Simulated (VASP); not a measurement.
A run of VASP 6.6.1 is set up as follows.

POSCAR

```
NiO
1.0
    0.0000000000      2.0931687937      2.0931687937
    2.0931687937      0.0000000000      2.0931687937
    2.0931687937      2.0931687937      0.0000000000
Ni O
1 1
Direct
    0.0000000000      0.0000000000      0.0000000000
    0.5000000000      0.5000000000      0.5000000000
```

INCAR.step1

```
  ALGO = Normal
  EDIFF = 1E-4
  ENCUT = 600
  GGA = PE
  ISMEAR = 0
  ISPIN = 2
  LASPH = T
  LCHARG = F
  LMAXMIX = 4
  LREAL = F
  LWAVE = T
  MAGMOM = 1.84 0.31
  NELM = 150
  PREC = Accurate
  SIGMA = 0.02
```

The input INCAR.step2:

```
  ALGO = Normal
  EDIFF = 1E-6
  EDIFFG = -0.01
  ENCUT = 600
  IBRION = 2
  ISIF = 3
  ISMEAR = 0
  ISPIN = 2
  ISTART = 1
  LASPH = T
  LCHARG = F
  LMAXMIX = 4
  LMIXTAU = T
  LORBIT = 11
  LREAL = F
  LWAVE = F
  MAGMOM = 1.84 0.31
  METAGGA = R2SCAN
  NELM = 150
  NSW = 100
  PREC = Accurate
  SIGMA = 0.02
```

The input KPOINTS:

```
k-points
0
Gamma
  12 12 12
```

Potentials or basis: VASP PAW PBE potentials, release 64 (Ni, O).

Launch:

```bash
$ cat potpaw_PBE.64/Ni/POTCAR potpaw_PBE.64/O/POTCAR > POTCAR
$ cp INCAR.step1 INCAR
$ mpirun -np 1 vasp_std > vasp.out
$ cp INCAR.step2 INCAR
$ mpirun -np 1 vasp_std > vasp.out
```

(1) Estimate the band gap on the k mesh.

(2) Estimate the site moments.

(3) Predict the net moment.

## Answers

(1) 0.74 eV (least direct gap 1.75 eV).

(2) Ni +1.69; O +0.28 μB.

(3) 2.00 μB per cell.

Caveat: the relaxation stopped at its first step, so nothing moved; a cell with one magnetic atom can't hold antiferromagnetic order, which such compounds often take.
